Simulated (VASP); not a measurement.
# CuI (P-3m1) in VASP: a series of runs

Runs on CuI. Level: r2SCAN+D4. Tasks: single point.

All numbers are computed with VASP 6.6.1; they aren't measurements. Logs are shortened: lines on timing, memory, paths and dates and some standing lists are left out, and cuts for length are marked.

### Step 1. The cell of the first run

It takes space group P-3m1 (No. 164, trigonal). The conventional cell has a = 4.129 Å, b = 4.129 Å, c = 7.478 Å, α = 90.00°, β = 90.00°, γ = 120.00°. Cu (site symmetry 3m) has 4 I at 2.58 to 2.68 Å and 3 Cu at 2.74 Å within 3.4 Å. I (site symmetry 3m) has 4 Cu at 2.58 to 2.68 Å within 3.4 Å.

### Step 2. Single point, r2SCAN+D4

POSCAR reads:

```
CuI
1.0
    4.1286180000      0.0000000000      0.0000000000
   -2.0643090000      3.5754880705      0.0000000000
    0.0000000000      0.0000000000      7.4781060000
Cu I
2 2
Direct
    0.6666666667      0.3333333333      0.5899520000
    0.3333333333      0.6666666667      0.4100480000
    0.3333333333      0.6666666667      0.7547480000
    0.6666666667      0.3333333333      0.2452520000
```

INCAR.step1 reads:

```
SYSTEM = CuI
PREC = Accurate
ENCUT = 570
ISMEAR = 0
SIGMA = 0.01
LREAL = .False.
LASPH = .True.
NELM = 120
NBANDS = 26
ISYM = -1
GGA = PE
ALGO = Normal
EDIFF = 1E-5
LWAVE = .True.
LCHARG = .False.
GGA_COMPAT = .False.
KPAR = 1
```

INCAR.step2 reads:

```
SYSTEM = CuI
PREC = Accurate
ENCUT = 570
EDIFF = 1E-6
ISMEAR = 0
SIGMA = 0.01
LREAL = .False.
LASPH = .True.
NELM = 120
ALGO = Normal
ISIF = 2
LWAVE = .False.
LCHARG = .True.
METAGGA = R2SCAN
LMIXTAU = .True.
IVDW = 13
VDW_S6 = 1.0
VDW_S8 = 0.6018749
VDW_A1 = 0.51559235
VDW_A2 = 5.77342911
LELF = .True.
LVHAR = .True.
NBANDS = 26
ISYM = -1
ISTART = 1
GGA_COMPAT = .False.
KPAR = 1
```

KPOINTS reads:

```
explicit points
74
Reciprocal
  0.07142857   0.07142857   0.16666667 2
  0.07142857   0.07142857   0.50000000 2
  0.07142857   0.07142857   0.83333333 2
  0.07142857   0.21428571   0.16666667 2
  0.07142857   0.21428571   0.50000000 2
  0.07142857   0.21428571   0.83333333 2
  0.07142857   0.35714286   0.16666667 2
  0.07142857   0.35714286   0.50000000 2
  0.07142857   0.35714286   0.83333333 2
  0.07142857   0.50000000   0.16666667 2
  0.07142857   0.50000000   0.50000000 2
  0.07142857   0.50000000   0.83333333 2
  0.07142857   0.64285714   0.16666667 2
  0.07142857   0.64285714   0.50000000 2
  0.07142857   0.64285714   0.83333333 2
  0.07142857   0.78571429   0.16666667 2
  0.07142857   0.78571429   0.50000000 2
  0.07142857   0.78571429   0.83333333 2
  0.07142857   0.92857143   0.16666667 2
  0.07142857   0.92857143   0.50000000 2
  0.07142857   0.92857143   0.83333333 2
  0.21428571   0.07142857   0.16666667 2
  0.21428571   0.07142857   0.50000000 2
  0.21428571   0.07142857   0.83333333 2
  0.21428571   0.21428571   0.16666667 2
  0.21428571   0.21428571   0.50000000 2
  0.21428571   0.21428571   0.83333333 2
  0.21428571   0.35714286   0.16666667 2
  0.21428571   0.35714286   0.50000000 2
  0.21428571   0.35714286   0.83333333 2
  0.21428571   0.50000000   0.16666667 2
  0.21428571   0.50000000   0.50000000 2
  0.21428571   0.50000000   0.83333333 2
  0.21428571   0.64285714   0.16666667 2
  0.21428571   0.64285714   0.50000000 2
  0.21428571   0.64285714   0.83333333 2
  0.21428571   0.78571429   0.16666667 2
  0.21428571   0.78571429   0.50000000 2
  0.21428571   0.78571429   0.83333333 2
  0.21428571   0.92857143   0.16666667 2
  0.21428571   0.92857143   0.50000000 2
  0.21428571   0.92857143   0.83333333 2
  0.35714286   0.07142857   0.16666667 2
  0.35714286   0.07142857   0.50000000 2
  0.35714286   0.07142857   0.83333333 2
  0.35714286   0.21428571   0.16666667 2
  0.35714286   0.21428571   0.50000000 2
  0.35714286   0.21428571   0.83333333 2
  0.35714286   0.35714286   0.16666667 2
  0.35714286   0.35714286   0.50000000 2
  0.35714286   0.35714286   0.83333333 2
  0.35714286   0.50000000   0.16666667 2
  0.35714286   0.50000000   0.50000000 2
  0.35714286   0.50000000   0.83333333 2
  0.35714286   0.64285714   0.16666667 2
  0.35714286   0.64285714   0.50000000 2
  0.35714286   0.64285714   0.83333333 2
  0.35714286   0.78571429   0.16666667 2
  0.35714286   0.78571429   0.50000000 2
  0.35714286   0.78571429   0.83333333 2
  0.35714286   0.92857143   0.16666667 2
  0.35714286   0.92857143   0.50000000 2
  0.35714286   0.92857143   0.83333333 2
  0.50000000   0.07142857   0.16666667 2
  0.50000000   0.07142857   0.50000000 2
  0.50000000   0.07142857   0.83333333 2
  0.50000000   0.21428571   0.16666667 2
  0.50000000   0.21428571   0.50000000 2
  0.50000000   0.21428571   0.83333333 2
  0.50000000   0.35714286   0.16666667 2
  0.50000000   0.35714286   0.50000000 2
  0.50000000   0.35714286   0.83333333 2
  0.50000000   0.50000000   0.16666667 2
  0.50000000   0.50000000   0.50000000 1
```

Potentials or basis: VASP PAW PBE potentials, release 64 (Cu, I).

The run is started by

```sh
cat potpaw_PBE.64/Cu/POTCAR potpaw_PBE.64/I/POTCAR > POTCAR
cp INCAR.step1 INCAR
mpirun -np 4 vasp_std > vasp.out
cp INCAR.step2 INCAR
mpirun -np 4 vasp_std > vasp.out
```

OUTCAR:

```text
SYSTEM = CuI
   PREC = Accurate
   ENCUT = 570
   EDIFF = 1E-6
   ISMEAR = 0
   LREAL = .False.
   LASPH = .True.
   NELM = 120
   ISIF = 2
   METAGGA = R2SCAN
   IVDW = 13
   ISYM = -1
   ISTART = 1

 ion  position               nearest neighbor table
   1  0.667  0.333  0.590-   4 2.58   3 2.68   3 2.68   3 2.68   2 2.74   2 2.74   2 2.74
   2  0.333  0.667  0.410-   3 2.58   4 2.68   4 2.68   4 2.68   1 2.74   1 2.74   1 2.74
   3  0.333  0.667  0.755-   2 2.58   1 2.68   1 2.68   1 2.68
   4  0.667  0.333  0.245-   1 2.58   2 2.68   2 2.68   2 2.68

IMPORTANT INFORMATION: All symmetrisations will be switched off!
NOSYMM: (Re-)initialisation of all symmetry stuff for point group C_1.

----------------------------------------------------------------------------------------

                                     Primitive cell

  volume of cell :     110.3905

  direct lattice vectors                    reciprocal lattice vectors
     4.128618000  0.000000000  0.000000000     0.242211801  0.139841048  0.000000000
    -2.064309000  3.575488071  0.000000000     0.000000000  0.279682097  0.000000000
     0.000000000  0.000000000  7.478106000     0.000000000  0.000000000  0.133723700

  length of vectors
     4.128618000  4.128618000  7.478106000     0.279682097  0.279682097  0.133723700

  position of ions in fractional coordinates (direct lattice)
     0.666666667  0.333333333  0.589952000
     0.333333333  0.666666667  0.410048000
     0.333333333  0.666666667  0.754748000
     0.666666667  0.333333333  0.245252000

  ion indices of the primitive-cell ions
   primitive index   ion index
                 1           1
                 2           2
                 3           3
                 4           4

----------------------------------------------------------------------------------------

 KPOINTS: explicit points

Read explicit list of k-points.

 Found     74 k-points:

 Following reciprocal coordinates:
            Coordinates               Weight
  0.071429  0.071429  0.166667      0.013605
  0.071429  0.071429  0.500000      0.013605
  0.071429  0.071429  0.833333      0.013605
  0.071429  0.214286  0.166667      0.013605
  0.071429  0.214286  0.500000      0.013605
  0.071429  0.214286  0.833333      0.013605
[... 16 lines left out ...]
  0.214286  0.071429  0.500000      0.013605
  0.214286  0.071429  0.833333      0.013605
 [... further k-points ...]
   k-points           NKPTS =     74   k-points in BZ     NKDIM =     74   number of bands    NBANDS=     28
   number of dos      NEDOS =    301   number of ions     NIONS =      4
   total plane-waves  NPLWV =  61440
   dimension x,y,z NGX =    32 NGY =   32 NGZ =   60
   dimension x,y,z NGXF=    64 NGYF=   64 NGZF=  120
[... 18 lines left out ...]
   NFREE  =      0    steps in history (QN), initial steepest desc. (CG)
   ISIF   =      2    stress and relaxation
   ISYM   =     -1    0-nonsym 1-usesym 2-fastsym
   POTIM  = 0.5000    time-step for ionic-motion
   TEBEG  =    0.0;   TEEND  =   0.0 temperature during run
   PSTRESS=    0.0 pullay stress
   NELECT =      36.0000    total number of electrons
   NUPDOWN=      -1.0000    fix difference up-down
   EMIN   =  10.00;   EMAX   =-10.00  energy-range for DOS
   EFERMI =   0.00;   METHOD = LEGACY
   ISMEAR =     0;   SIGMA  =   0.01  broadening in eV -4-tet -1-fermi 0-gaus
   EFERMI_NEDOS =   21; number of points for ismear=-14 and -15
   IALGO  =     38    algorithm
   IMIX   =      4    mixing-type and parameters
     AMIX     =   0.40;   BMIX     =  1.00
     AMIX_MAG =   1.60;   BMIX_MAG =  1.00
  volume/ion in A,a.u.               =      27.60       186.24
  Fermi-wavevector in a.u.,A,eV,Ry     =   1.126847  2.129433 17.276475  1.269785
  Thomas-Fermi vector in A             =   2.263531
   LORBIT       =      0    0 simple, 1 ext, 2 COOP (PROOUT), +10 PAW based schemes
   METAGGA = R2SCAN    functional components
   LHFCALC =     F    Hartree Fock is set to
   AEXX    =    0.0000 exact exchange contribution
   IVDW    =    13    specifies the selected vdW correction
   LEPSILON=     F    determine dielectric tensor
   LRPA    =     F    only Hartree local field effects (RPA)
 non-spin polarized calculation
 Gauss-broadening in eV      SIGMA  =   0.01
  energy-cutoff  :      570.00
  volume of cell :      110.39
 maximum number of plane-waves:      3428
 NGX is ok and might be reduce to    32
   NGX = 17   NGY = 17   NGZ = 29

 number of electron      36.0000016 magnetization

 Free energy of the ion-electron system (eV)
  ---------------------------------------------------
  ext. energy  EPLUGINS =         0.00000000
  ---------------------------------------------------
  free energy    TOTEN  =       -71.61861567 eV

  energy without entropy =      -71.61861567  energy(sigma->0) =      -71.61861567

 E-fermi :   4.0204     XC(G=0):  -9.4181

 val. band max:        3.9440794995   @ k =   0.0714   0.9286   0.1667
 cond. band min:       6.6000145951   @ k =   0.0714   0.9286   0.1667
 fundamental gap:      2.6559350956
 Fermi energy:         4.0203682317

 k-point     1 :       0.0714    0.0714    0.1667
  band No.  band energies     occupation
      1     -10.1163      2.00000
      2      -9.6801      2.00000
      3      -1.5901      2.00000
      4      -0.0643      2.00000
      5       0.3471      2.00000
      6       0.5147      2.00000
[... 733 lines left out ...]
     27      12.9950      0.00000
     28      13.7419      0.00000

 [... further k-points ...]

------------------------ aborting loop because EDIFF is reached ----------------------------------------

  DFT-D4 for vdW energy calculation

  Edisp (eV):   -0.51772

  FORCE on cell =-STRESS in cart. coord.  units (eV):
  Direction    XX          YY          ZZ          XY          YZ          ZX
  --------------------------------------------------------------------------------------
  -------------------------------------------------------------------------------------
  Total      -0.35507    -0.35259    -0.41484     0.00215    -0.00030     0.00052
  in kB      -5.15343    -5.11735    -6.02082     0.03125    -0.00435     0.00752
  external pressure =       -5.43 kB  Pullay stress =        0.00 kB

 VOLUME and BASIS-vectors are now :
 -----------------------------------------------------------------------------
  energy-cutoff  :      570.00
  volume of cell :      110.39
      direct lattice vectors                 reciprocal lattice vectors
     4.128618000  0.000000000  0.000000000     0.242211801  0.139841048  0.000000000
    -2.064309000  3.575488071  0.000000000     0.000000000  0.279682097  0.000000000
     0.000000000  0.000000000  7.478106000     0.000000000  0.000000000  0.133723700

 POSITION                                       TOTAL-FORCE (eV/Angst)
 -----------------------------------------------------------------------------------
      2.06431      1.19183      4.41172        -0.000229      0.000133      0.035697
     -0.00000      2.38366      3.06638         0.000230     -0.000133     -0.035701
     -0.00000      2.38366      5.64409         0.000226     -0.000130      0.012771
      2.06431      1.19183      1.83402        -0.000226      0.000130     -0.012768
 -----------------------------------------------------------------------------------
    total drift:                                0.000001     -0.000002      0.000027

  FREE ENERGIE OF THE ION-ELECTRON SYSTEM (eV)
  ---------------------------------------------------
  free  energy   TOTEN  =       -72.1363394485 eV

  energy  without entropy=      -72.1363394485  energy(sigma->0) =      -72.13633945
```

Wall time 2.5 min (4 MPI ranks of Intel Xeon 6975P-C (Granite Rapids), shared host); peak memory 0.23 GiB.

What came out:

| Property | Result |
| --- | --- |
| Free energy | -72.1363 eV |
| Pressure | -0.5 GPa |
| Largest force | 0.036 eV/Å |
| Band gap on the k mesh | 2.66 eV |
| Dispersion energy per atom | -0.129 eV |

Forces on the atoms (eV/Å):
```
Cu   0.000  0.000  0.036
Cu   0.000  0.000 -0.036
I    0.000  0.000  0.013
I    0.000  0.000 -0.013
```

Levels at points of the mesh, in eV from the valence-band top:
```tsv
k point	band 15	band 16	band 17	band 18	band 19	band 20	band 21	band 22
(0.50, 0.50, 0.50)	-1.27	-1.14	-0.99	-0.27	3.01	3.27	4.03	5.36
```

Caveat: the PAW data sets were made with another functional, which shifts forces and pressure a little; spin-orbit coupling is left out, which moves the levels of the heavy elements; a shifted mesh leaves out Γ, where band edges can lie.

(Continued in part 2 of 2.)
